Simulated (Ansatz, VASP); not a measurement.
## NaCl in VASP and in Ansatz

INCAR

```
SYSTEM = NaCl
PREC = Accurate
ENCUT = 400
EDIFF = 1E-8
ISMEAR = -1
SIGMA = 0.02
LREAL = .FALSE.
LASPH = .TRUE.
NELM = 120
ALGO = Normal
ISIF = 2
LWAVE = .FALSE.
LCHARG = .FALSE.
GGA = PE
LEFG = .TRUE.
NBANDS = 14
GGA_COMPAT = .FALSE.
```

KPOINTS

```
Automatic mesh
0
G
  8 8 8
  0 0 0
```

The input POSCAR:

```
NaCl
1.0
    2.8976358949      0.0000000000      0.0000000000
    0.0000000000      2.8976358949      0.0000000000
    0.0000000000      0.0000000000      2.8976358949
Na Cl
1 1
Direct
    0.0000000000      0.0000000000      0.0000000000
    0.5000000000      0.5000000000      0.5000000000
```

Input for Ansatz:

```yaml
crystal:
  lattice:
    - [2.8976358949, 0.0, 0.0]
    - [0.0, 2.8976358949, 0.0]
    - [0.0, 0.0, 2.8976358949]
  atoms:
    - { symbol: Na, position: [0.0, 0.0, 0.0] }
    - { symbol: Cl, position: [0.5, 0.5, 0.5] }
kpoints:
  mp_grid: { grid: [8, 8, 8] }
scf:
  occupations: { method: fermi_dirac, width: 0.02 }
hamiltonian:
  xc: pbe
  pseudopotentials: { kind: all_electron, datasets: crystal }
output:
  forces: true
  stress: true
  eigenvalues: true
  efg: { contact_densities: true }
```

Change from the starting cell: volume scaled by 1.04, crystal datasets.

Alike in both runs: task electric field gradients; functional PBE; k mesh 8 × 8 × 8; occupations fermi-dirac, width 0.02 eV; no spin polarisation.

|  | VASP | Ansatz |
| --- | --- | --- |
| version | VASP 6.6.1 | Ansatz 0.2.0 |
| potentials or method | VASP PAW PBE potentials, release 64 (Na_pv, Cl), cutoff 400 eV | all-electron PAW with datasets made for the crystal, scalar-relativistic |

Ansatz gave:

| Item | Value |
| --- | --- |
| gap on the k mesh at the Fermi level (eV) | 4.52 |
| pressure (GPa) | 55.5 |

Question: What did VASP give for the same quantities?

Answer: gap on the k mesh at the Fermi level (eV): 4.57; pressure (GPa): 55.4.

Both programs put the cell under a high pressure, so it lies far from rest at this level. Ansatz ran all-electron here, and VASP with PAW potentials.
